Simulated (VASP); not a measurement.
**LiH: relaxation of cell and atoms with PBE**

The system is LiH.

```
Li H
1.0
     2.81445    0.00000    0.00000
     0.00000    2.81445    0.00000
     0.00000    0.00000    2.81445
Li H
1 1
Cartesian
  1.4072 1.4072 1.4072
  0.0000 0.0000 0.0000
```

```json
{"Program": "VASP 6.6.1", "Task": "relaxation of cell and atoms", "Functional": "PBE", "Potentials or basis": "VASP PAW PBE potentials, release 64 (Li_sv, H)", "Cutoff": "600 eV", "k mesh": "6 × 6 × 6", "Occupations": "gaussian, width 0.1 eV", "Spin": "no spin polarisation", "Dipole correction": "no", "Further INCAR settings": "ALGO = Normal; EDIFF = 1e-06; IBRION = 2; EDIFFG = -0.04; NSW = 90; ISIF = 3"}
```

```yaml
Relaxed_volume: 8.04 Å³/atom
Relaxed_cell: a = 2.524 Å, b = 2.524 Å, c = 2.524 Å, α = 90.00°, β = 90.00°, γ = 90.00°
Space_group_after_relaxing_to_0.05_Å: Pm-3m (No. 221)
Energy_gained_by_relaxing: 91.0 meV/atom
Ionic_steps: 5
Pressure_after_relaxing: -0.7 GPa
Band_gap_on_the_k_mesh: 0.71 eV, indirect (least direct gap 4.18 eV)
```

Step by step:
| step | energy change (eV) | largest force (eV/Å) | pressure (GPa) | volume (Å³) |
| --- | --- | --- | --- | --- |
| 1 | 0.0000 | 0.0000 | -6.99 | 22.29 |
| 2 | -0.0636 | 0.0000 | -6.25 | 20.76 |
| 3 | -0.1570 | 0.0000 | -3.64 | 17.84 |
| 4 | -0.1015 | 0.0000 | 10.38 | 12.85 |
| 5 | -0.1821 | 0.0000 | -0.71 | 16.09 |

Final structure:
```
Li H
1.0
     2.52433    0.00000    0.00000
     0.00000    2.52433    0.00000
     0.00000    0.00000    2.52433
Li H
1 1
Direct
  0.50000 0.50000 0.50000
  0.00000 0.00000 0.00000
```

Levels at points of the mesh, in eV from the valence-band top:
| k point | band 1 | band 2 | band 3 | band 4 | band 5 |
| --- | --- | --- | --- | --- | --- |
| (0.00, 0.00, 0.00) | -48.09 | -8.67 | 11.81 | 11.81 | 11.81 |
| (0.50, 0.00, 0.00) | -48.04 | -6.43 | 0.71 | 11.22 | 16.00 |
| (0.50, 0.50, 0.00) | -47.99 | -2.60 | 1.58 | 1.58 | 8.91 |
| (0.50, 0.50, 0.50) | -47.95 | 0.00 | 6.36 | 6.36 | 6.36 |

Wall time 26 s on 1 thread of AMD EPYC 7R13, with other jobs on the host, peak memory 0.1 GiB.

Caveat: the cutoff is under 1.25 times the usual one of these potentials, so pressure, stress and relaxed cells hold a basis-set (Pulay) error; the volume moved by over 15 % at a fixed basis, so the end points are rough. A k mesh can miss the band edges.
